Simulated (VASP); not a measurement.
Write the native input for VASP 6.6.1 that does the following.

* Task: single point
* Functional: PBE
* Potentials or basis: VASP PAW PBE potentials, release 64 (Mg, H, Ir)
* Cutoff: 520 eV
* k mesh: 6 × 6 × 6
* Occupations: gaussian, width 0.1 eV
* Spin: no spin polarisation
* Dipole correction: no
* Further INCAR settings: ALGO = Fast; EDIFF = 1e-06; NBANDS = 19

The structure of MgH2Ir2 lies in POSCAR:

```
MgH2Ir2
1.0
   -1.8957618034      1.8957618034      4.2595148667
    1.8957618034     -1.8957618034      4.2595148667
    1.8957618034      1.8957618034     -4.2595148667
Mg H Ir
1 2 2
Direct
    0.0000000000      0.0000000000      0.0000000000
    0.7015255243      0.7015255243      0.0000000000
    0.2984744757      0.2984744757      0.0000000000
    0.2500000000      0.7500000000      0.5000000000
    0.7500000000      0.2500000000      0.5000000000
```

The cell was generated, and may not be a known phase.

These files were run (other wordings do the same):

INCAR

```
SYSTEM = MgH2Ir2
PREC     = Accurate       ! precision mode
ENCUT    = 520            ! plane-wave cutoff, eV
EDIFF    = 1E-6           ! SCF threshold, eV
ISMEAR   = 0              ! smearing method
SIGMA    = 0.1            ! smearing width, eV
LREAL    = .FALSE.        ! projectors in reciprocal space
LASPH    = .TRUE.         ! aspherical terms in the spheres
NELM     = 80             ! most SCF steps
ALGO     = Fast           ! electronic algorithm
ISIF     = 2              ! what is computed and relaxed
LWAVE    = .FALSE.        ! write WAVECAR
LCHARG   = .TRUE.         ! write CHGCAR
GGA      = PE             ! functional
LELF     = .TRUE.         ! ELF
LVHAR    = .TRUE.       
NBANDS   = 19             ! bands
```

KPOINTS

```
regular mesh
0
G
  6 6 6
  0 0 0
```

Potentials or basis: VASP PAW PBE potentials, release 64 (Mg, H, Ir).

The run is started by

```sh
$ cat potpaw_PBE.64/Mg/POTCAR potpaw_PBE.64/H/POTCAR potpaw_PBE.64/Ir/POTCAR > POTCAR
$ mpirun -np 1 vasp_std > vasp.out
```

It gave:

```
Pressure               : 0.1 GPa
Largest force          : 0.010 eV/Å
Band gap on the k mesh : zero (bands 11 and 12 overlap by 2.83 eV)
```

Caveat: spin-orbit coupling is left out, which moves the levels of the heavy elements.

Wall time 120 s on 1 thread of Oxide Virtual Turin-like Processor (shared host), peak memory 0.23 GiB.
